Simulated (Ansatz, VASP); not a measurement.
# LuHf4O in VASP and in Ansatz

```
Lu Hf O
1.0
     7.03424    0.00000    0.00000
    -3.51712    6.09183    0.00000
     0.00000    0.00000    3.18580
Lu Hf O
1 4 1
Direct
  0.00000 0.00000 0.00000
  0.33333 0.66667 0.00000
  0.52517 0.47483 0.50000
  0.52517 0.05035 0.50000
  0.94965 0.47483 0.50000
  0.66667 0.33333 0.00000
```

Change from the starting cell: species swapped into the CePdPt4 type (P-6m2, No. 187).

Alike in both runs: functional PBE; k mesh 6 × 6 × 4; occupations gaussian, width 0.1 eV; no spin polarisation.

Ansatz relaxed the structure, and its values are those at the end. VASP's run is a single point on that final structure, the one shown.

|  | VASP | Ansatz |
| --- | --- | --- |
| version | VASP 6.6.1 | Ansatz 0.2.0 |
| potentials or method | VASP PAW PBE potentials, release 64 (Lu, Hf_pv, O), cutoff 520 eV | scalar-relativistic, plane waves, PAW |
| valence electrons in the cell | 71 | 135 |

```tsv
	VASP	Ansatz	Ansatz less VASP
gap on the k mesh at the Fermi level (eV)	none	none	-
pressure (GPa)	-0.6	-0.1	+0.54
rms of the force components (eV/Å)	0.037	0.005	-0.0318
```

A gap of «none» marks a metal or a gap that the smearing closes. VASP's potentials hold 71 valence electrons a cell and Ansatz's 135, so a difference there can come from the potentials and not from the codes.

The k mesh is coarse, so the values compare programs but aren't converged. Neither program's run includes spin-orbit coupling.
